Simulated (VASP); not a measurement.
Runs of VASP 6.6.1 on TaN. The structure is that of space group P-6m2 (No. 187), or close to it. The cells are those of the table. 

| task | cell | k mesh | cutoff (eV) | gap on the mesh (eV) | pressure (GPa) |
| --- | --- | --- | --- | --- | --- |
| relaxation of cell and atoms | relaxed to 5 GPa from a = 2.922, b = 2.922, c = 2.872 Å, angles 90.0, 90.0, 120.0°, 2 atoms | 18 × 18 × 14 | 600 | none | 5.0 |
| single point | a = 3.068, b = 3.068, c = 2.845 Å, angles 90.0, 90.0, 120.0°, 2 atoms | 24 × 24 × 18 | 520 | none | (a) |
| single point | a = 2.936, b = 2.936, c = 2.885 Å, angles 90.0, 90.0, 120.0°, 2 atoms | 18 × 18 × 14 | 520 | none | 1.6 |
| relaxation of cell and atoms | relaxed to 10 GPa from a = 2.909, b = 2.909, c = 2.861 Å, angles 90.0, 90.0, 120.0°, 2 atoms | 18 × 18 × 14 | 600 | none | 10.0 |
| relaxation of cell and atoms | relaxed from a = 2.938, b = 2.938, c = 2.883 Å, angles 90.0, 90.0, 120.0°, 2 atoms | 18 × 18 × 14 | 600 | none | 0.0 |

Alike in all rows: level r2SCAN; potentials or basis VASP PAW PBE potentials, release 64 (Ta_pv, N); no spin polarisation; smearing gaussian 0.1 eV.

Question: Estimate the missing entries.

Answer: (a) -19.7.

Caveats: the PAW data sets were made with another functional, which shifts forces and pressure a little; spin-orbit coupling is left out, which moves the levels of the heavy elements; the cell is relaxed towards a set pressure, so the enthalpy falls and the energy may rise (some runs).

A k mesh can miss the band edges, and the runs leave out spin-orbit coupling on Ta.

A gap of «none» marks levels without a gap at the run's occupations.
